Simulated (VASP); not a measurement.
A run of VASP 6.6.1:

The input INCAR:

```
SYSTEM = Cu3O
PREC = Accurate
ENCUT = 600
EDIFF = 1E-6
ISMEAR = 0
SIGMA = 0.1
LREAL = .False.
LASPH = .True.
NELM = 60
ALGO = Normal
ISIF = 3
LWAVE = .False.
LCHARG = .False.
GGA = PE
IBRION = 2
NSW = 100
EDIFFG = -0.01
```

KPOINTS

```
Automatic mesh
0
Gamma
  14 14 14
  0 0 0
```

The input POSCAR:

```
Cu3O
1.0
    3.5679828200      0.0000000000      0.0000000000
    0.0000000000      3.5679828200      0.0000000000
    0.0000000000      0.0000000000      3.5679828200
Cu O
3 1
Direct
    0.0000000000      0.5000000000      0.5000000000
    0.5000000000      0.0000000000      0.5000000000
    0.5000000000      0.5000000000      0.0000000000
    0.0000000000      0.0000000000      0.0000000000
```

Potentials or basis: VASP PAW PBE potentials, release 64 (Cu, O).

Command:

```bash
$ cat potpaw_PBE.64/Cu/POTCAR potpaw_PBE.64/O/POTCAR > POTCAR
$ mpirun -np 1 vasp_std > vasp.out
```

Hardware: 1 thread of AMD EPYC 9R45 96-Core Processor (Zen 5), on a shared host.

How long does it take, and how much memory?

Wall time 2.6 min on 1 thread of AMD EPYC 9R45 96-Core Processor (Zen 5), with other jobs on the host, peak memory 0.24 GiB. Counts: scf iterations 32, k points 120, ion steps 3.
